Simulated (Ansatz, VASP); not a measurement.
One calculation of Hf, two programs

File INCAR:

```
PREC     = Accurate       # precision mode
ENCUT    = 520            # plane-wave cutoff, eV
EDIFF    = 1E-6           # SCF threshold, eV
ISMEAR   = -1             # smearing method
SIGMA    = 0.03           # smearing width, eV
LREAL    = False          # projectors in reciprocal space
LASPH    = True           # aspherical terms in the spheres
NELM     = 80             # most SCF steps
ALGO     = Normal         # electronic algorithm
ISIF     = 2              # what is computed and relaxed
LWAVE    = False          # write WAVECAR
LCHARG   = False          # write CHGCAR
GGA      = PE             # functional
NBANDS   = 11             # bands
```

File KPOINTS:

```
Automatic mesh
0
Gamma
  13 13 13
```

POSCAR

```
Hf
1.0
    0.0666000000      2.2533000000      2.2533000000
    2.2533000000      0.0666000000      2.2533000000
    2.2533000000      2.2533000000      0.0666000000
Hf
1
Direct
    0.0000000000      0.0000000000      0.0000000000
```

Input for Ansatz:

```yaml
crystal:
  lattice:
    - [0.0666, 2.2533, 2.2533]
    - [2.2533, 0.0666, 2.2533]
    - [2.2533, 2.2533, 0.0666]
  atoms:
    - { symbol: Hf, position: [0.0, 0.0, 0.0] }
kpoints:
  mp_grid: { grid: [13, 13, 13] }
  band_path:
    path:
      - [0.0, 0.0, 0.0]
      - [0.5, 0.5, 0.5]
      - [0.2428775097, 0.5, 0.7571224903]
      - [-0.2428775097, 0.2428775097, 0.5]
      - [0.0, 0.0, 0.5]
      - [0.0, 0.0, 0.0]
      - [-0.3714387548, 0.0, 0.3714387548]
      - [0.0, 0.3714387548, 0.6285612452]
      - [0.0, 0.5, 0.5]
    npoints: 5
scf:
  occupations: { method: fermi_dirac, width: 0.03 }
hamiltonian:
  xc: pbe
  pseudopotentials: { kind: all_electron, lapw: { basis_error: 0.001 } }
output:
  forces: true
  stress: true
  eigenvalues: true
```

Change from the starting cell: equal xy, yz and zx shear strains of +3 %.

Alike in both runs: task single point; functional PBE; k mesh 13 × 13 × 13; occupations fermi-dirac, width 0.03 eV; no spin polarisation.

|  | VASP | Ansatz |
| --- | --- | --- |
| version | VASP 6.6.1 | Ansatz 0.2.0 |
| potentials or method | VASP PAW PBE potentials, release 64 (Hf_pv), cutoff 520 eV | all-electron LAPW, scalar-relativistic |

```csv
,VASP,Ansatz,Ansatz less VASP
pressure (GPa),3.0,3.5,+0.46
"traceless stress, the component that is largest in VASP (GPa)",-1.98,-2.00,-0.021
```

Ansatz ran all-electron here, and VASP with PAW potentials.

Neither program's run includes spin-orbit coupling.
